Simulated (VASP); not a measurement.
Input of a VASP 6.6.1 run:

Contents of INCAR:

```
ALGO = Normal ; EDIFF = 1E-6
ENCUT = 520 ; GGA = PE
ISIF = 2 ; ISMEAR = 1
LASPH = True ; LCHARG = True
LELF = True ; LREAL = False
LVHAR = True ; LWAVE = False
NBANDS = 20 ; NELM = 80
PREC = Accurate ; SIGMA = 0.05
```

Contents of KPOINTS:

```
k-points
0
Gamma
  9 9 5
```

Contents of POSCAR:

```
GaW
1.0
    1.1744091000     -2.7573651400      0.0000000000
    1.1744091000      2.7573651400      0.0000000000
    0.0000000000      0.0000000000      3.6494211500
Ga W
1 1
Direct
   -0.0121080000     -0.0045930000      0.0064100000
    0.0215470000      0.0154760000      0.4940100000
```

Potentials or basis: VASP PAW PBE potentials, release 64 (Ga_d, W_sv).

Launch:

```bash
$ cat potpaw_PBE.64/Ga_d/POTCAR potpaw_PBE.64/W_sv/POTCAR > POTCAR
$ mpirun -np 1 vasp_std > vasp.out
```

Problem. Predict the largest force.

Solution. 8.985 eV/Å.

Problem. Estimate the pressure.

Solution. 267.2 GPa.

Forces on the atoms (eV/Å):
```
Ga  -1.968  1.152 -8.691
W    1.968 -1.152  8.691
```

Caveat: atoms lie so close that the PAW spheres overlap strongly, which falsifies energies and pressures; the stress differs along the axes, from 15 to 668 GPa; forces of over 1 eV/Å act on the atoms, so gaps and moduli don't describe the material at rest.
